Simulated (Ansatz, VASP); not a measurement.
## Al12H in VASP and in Ansatz

```
Al H
1.0
     5.71352    0.00000    0.00000
    -2.85676    4.94805    0.00000
     0.00000    0.00000   21.60138
Al H
12 1
Cartesian
  1.4284 0.8247 4.0000
  0.0000 3.2987 4.0000
  4.2851 0.8247 4.0000
  2.8568 3.2987 4.0000
  0.0000 1.6494 6.3007
  -1.4284 4.1234 6.3007
  2.8568 1.6494 6.3007
  1.4284 4.1234 6.3007
  0.0000 0.0000 8.6014
  -1.4284 2.4740 8.6014
  2.8568 0.0000 8.6014
  1.4284 2.4740 8.6014
  1.4284 -0.8247 8.7914
```

Alike in both runs: task single point; functional PBE; k mesh 6 × 6 × 1; occupations gaussian, width 0.1 eV; collinear spin.

```csv
,VASP,Ansatz
version,VASP 6.6.1,Ansatz 0.2.0
potentials or method,"VASP PAW PBE potentials, release 64 (Al, H), cutoff 520 eV","scalar-relativistic, plane waves, PAW"
valence electrons in the cell,37,37
```

|  | VASP | Ansatz | Ansatz less VASP |
| --- | --- | --- | --- |
| gap on the k mesh at the Fermi level (eV) | none | none | - |
| rms of the force components (eV/Å) | 0.435 | 0.436 | +0.0008 |
| net moment per atom (μB) | 0.00 | 0.00 | 0.000 |

Atom by atom the forces differ by 0.001 eV/Å (rms over components). A gap of «none» marks a metal or a gap that the smearing closes. The functional is the same, so the differences come from potentials, cutoffs and numerics. Ansatz's warnings: seeded moment not kept.
